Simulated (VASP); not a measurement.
Ti12H (a cell with a defect), 13 atoms in the cell. The cell holds a defect, 13 atoms: a = 5.900 Å, b = 8.850 Å, c = 4.685 Å, α = 90.00°, β = 90.00°, γ = 120.00°. 

- Program: VASP 6.6.1
- Task: single point
- Functional: PBE
- Dispersion: D3(BJ)
- Potentials or basis: VASP PAW PBE potentials, release 64 (Ti_sv, H)
- Cutoff: 520 eV
- k mesh: 3 × 2 × 4
- Occupations: fermi-dirac, width 0.15 eV
- Spin: no spin polarisation
- Dipole correction: no
- Further INCAR settings: ALGO = Normal; EDIFF = 1e-06; NBANDS = 84

Potentials or basis: VASP PAW PBE potentials, release 64 (Ti_sv, H).

Run with:

```sh
$ cat potpaw_PBE.64/Ti_sv/POTCAR potpaw_PBE.64/H/POTCAR > POTCAR
$ mpirun -np 1 vasp_std > vasp.out
```

Hardware: 1 thread of Intel(R) Xeon(R) Platinum 8259CL CPU @ 2.50GHz (Skylake/Cascade Lake), on a shared host.

Estimate the wall time of this run.

Wall time 8.2 min on 1 thread of Intel(R) Xeon(R) Platinum 8259CL CPU @ 2.50GHz (Skylake/Cascade Lake) (shared host), peak memory 0.43 GiB. Counts: scf iterations 24, k points 14.
